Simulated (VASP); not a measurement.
## BiTe: single point with PBEsol

Crystal: BiTe.

```
Bi Te
1.0
    -0.01617    3.23500    3.23500
     3.23500   -0.01617    3.23500
     3.21882    3.21882    0.00000
Bi Te
1 1
Direct
  0.00000 0.00000 0.00000
  0.50000 0.50000 0.50000
```

This cell differs from its parent crystal: strain -0.0100 x Voigt [0, 0, 0, 0, 0, 1].

```yaml
Program: VASP 6.6.1
Task: single point
Functional: PBEsol
Potentials_or_basis: VASP PAW PBE potentials, release 64 (Bi_d, Te)
Cutoff: 520 eV
k_mesh: 14 × 14 × 14
Occupations: gaussian, width 0.15 eV
Spin: no spin polarisation
Dipole_correction: no
Further_INCAR_settings: ALGO = Normal; EDIFF = 1e-06; NBANDS = 18
```

```
Pressure               : -1.7 GPa
Band gap on the k mesh : zero (an odd number of electrons rules out a gap without spin polarisation)
```

Levels at points of the mesh, in eV from the Fermi level:
```csv
k point,band 8,band 9,band 10,band 11,band 12,band 13
"(0.00, 0.00, 0.00)",-2.58,-2.53,-2.49,2.13,2.15,2.17
"(0.50, 0.00, 0.00)",-1.90,-1.88,-1.59,-0.84,-0.63,-0.60
"(0.50, 0.50, 0.00)",-5.68,-4.06,-3.96,2.17,3.57,3.61
"(0.00, 0.00, 0.50)",-1.93,-1.91,-1.63,-0.89,-0.67,-0.64
"(0.50, 0.00, 0.50)",-5.68,-4.01,-4.01,2.17,3.59,3.59
```

Run time: 12 min on 1 thread of Intel Xeon 8259CL (shared host), peak memory 0.62 GiB.

Caveat: the cell differs from its parent crystal (strain -0.0100 x Voigt [0, 0, 0, 0, 0, 1]); the PAW data sets were made with another functional, which shifts forces and pressure a little; spin-orbit coupling is left out, which moves the levels of the heavy elements.
